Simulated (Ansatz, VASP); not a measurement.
# Two plane-wave programs on GaN

Contents of POSCAR:

```
GaN
1.0
    3.1182948000      0.0000000000      0.0000000000
   -1.5591474000      2.7005225100      0.0000000000
    0.0000000000      0.0000000000      5.0780551100
Ga N
2 2
Direct
    0.3333333300      0.6666666700     -0.0008901400
    0.6666666700      0.3333333300      0.4991098600
    0.3333333300      0.6666666700      0.3758901400
    0.6666666700      0.3333333300      0.8758901400
```

Contents of INCAR.step1:

```
PREC = Accurate
ENCUT = 520
ISMEAR = -1
SIGMA = 0.02
LREAL = F
LASPH = T
NELM = 60
GGA = PE
ALGO = Normal
EDIFF = 1E-4
LWAVE = T
LCHARG = F
```

Contents of INCAR.step2:

```
PREC = Accurate
ENCUT = 520
EDIFF = 1E-6
ISMEAR = -1
SIGMA = 0.02
LREAL = F
LASPH = T
NELM = 60
ALGO = Normal
ISIF = 2
LWAVE = F
LCHARG = F
METAGGA = R2SCAN
LMIXTAU = T
IBRION = 2
NSW = 50
EDIFFG = -0.01
ISTART = 1
```

File KPOINTS:

```
regular mesh
0
Gamma
  12 12 6
```

Input for Ansatz:

```yaml
crystal:
  lattice:
    - [3.1182948, 0.0, 0.0]
    - [-1.5591474, 2.70052251, 0.0]
    - [0.0, 0.0, 5.07805511]
  atoms:
    - { symbol: Ga, position: [0.33333333, 0.66666667, -0.00089014] }
    - { symbol: Ga, position: [0.66666667, 0.33333333, 0.49910986] }
    - { symbol: "N", position: [0.33333333, 0.66666667, 0.37589014] }
    - { symbol: "N", position: [0.66666667, 0.33333333, 0.87589014] }
  symmetry: { tolerance: 0.0003 }
hamiltonian:
  xc: r2scan
  pseudopotentials: { kind: paw, azcp: { folder: soft_1 } }
basis:
  ecutwfc: 500
magnetization:
  spin_polarized: false
scf:
  occupations: { method: fermi_dirac, width: 0.02 }
kpoints:
  mp_grid: { grid: [12, 12, 6], shift: [0, 0, 0] }
  band_path:
    path:
      - [0.0, 0.0, 0.0]
      - [0.5, 0.0, 0.0]
      - [0.33333333, 0.33333333, 0.0]
      - [0.0, 0.0, 0.0]
      - [0.0, 0.0, 0.5]
      - [0.5, 0.0, 0.5]
      - [0.33333333, 0.33333333, 0.5]
      - [0.0, 0.0, 0.5]
      - [0.5, 0.0, 0.5]
      - [0.5, 0.0, 0.0]
      - [0.33333333, 0.33333333, 0.5]
    npoints: 7
output:
  forces: true
  stress: true
  eigenvalues: true
  write_potential: true
  elf: true
  volumetric_format: npy
  dos: { e_range: [-12, 8], de: 0.05 }
relax:
  max_steps: 30
```

Alike in both runs: task relaxation of the atoms; functional r2SCAN; k mesh 12 × 12 × 6; occupations fermi-dirac, width 0.02 eV; no spin polarisation.

```csv
,VASP,Ansatz
version,VASP 6.6.1,Ansatz 0.2.0
potentials or method,"VASP PAW PBE potentials, release 64 (Ga_d, N), cutoff 520 eV",PAW plane waves
valence electrons in the cell,36,36
```

```tsv
	VASP	Ansatz	Ansatz less VASP
gap on the k mesh at the Fermi level, each at its own relaxed structure (eV)	2.77	2.78	+0.014
```

VASP's potentials were made for PBE, not for r2SCAN. Ansatz's warnings: stress scf threshold loose.
